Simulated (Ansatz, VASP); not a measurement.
One calculation of TiSi, two programs

```
Ti Si
1.0
     1.81618   -2.11762    0.00000
     1.81618    2.11762    0.00000
     0.00000    0.00000    3.80393
Ti Si
1 1
Cartesian
  1.8162 0.0000 0.0000
  0.0000 0.0000 1.9020
```

Alike in both runs: task single point; functional r2SCAN; k mesh 20 × 20 × 14; occupations gaussian, width 0.15 eV; no spin polarisation.

```csv
,VASP,Ansatz
version,VASP 6.6.1,Ansatz 0.2.0
potentials or method,"VASP PAW PBE potentials, release 64 (Ti_sv, Si), cutoff 520 eV","scalar-relativistic, plane waves, PAW"
valence electrons in the cell,16,16
```

```csv
,VASP,Ansatz,Ansatz less VASP
gap on the k mesh at the Fermi level (eV),none,none,-
pressure (GPa),-1.4,-1.8,-0.40
"traceless stress, the component that is largest in VASP (GPa)",-0.61,-0.70,-0.082
```

VASP's potentials were made for PBE, not for r2SCAN. A gap of «none» marks a metal or a gap that the smearing closes.
